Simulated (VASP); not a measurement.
Runs of VASP 6.6.1 on OsSe. The structure is that of space group F-43m (No. 216), or close to it. The cells are those of the table. 

```csv
cell,gap on the mesh (eV),pressure (GPa),moment (μB)
"a = 3.956 Å, angles 60.0°, 2 atoms",none,-8.5,0.16
"a = 3.918 Å, angles 60.0°, 2 atoms",none,-5.0,0.15
"a = 3.829, b = 3.829, c = 3.868 Å, angles 59.7, 59.7, 60.7°, 2 atoms",none,3.9,(a)
"a = 3.893 Å, angles 60.0°, 2 atoms",none,(c),(b)
```

Alike in all rows: task single point; level r2SCAN; potentials or basis VASP PAW PBE potentials, release 64 (Os, Se); spin collinear; k mesh 10 × 10 × 10; cutoff (eV) 520; smearing gaussian 0.05 eV.

Task: Estimate the missing entries.

Result: (a) 0.00; (b) 0.14; (c) -2.4.

Caveats: the PAW data sets were made with another functional, which shifts forces and pressure a little; spin-orbit coupling is left out, which moves the levels of the heavy elements; a moment this small can come from the mesh or the smearing (at least some runs); the cell stands under tension (at least some runs); the cell stands under pressure (at least some runs).

A k mesh can miss the band edges, and the runs leave out spin-orbit coupling on Os, Se.

A gap of «none» marks levels without a gap at the run's occupations.
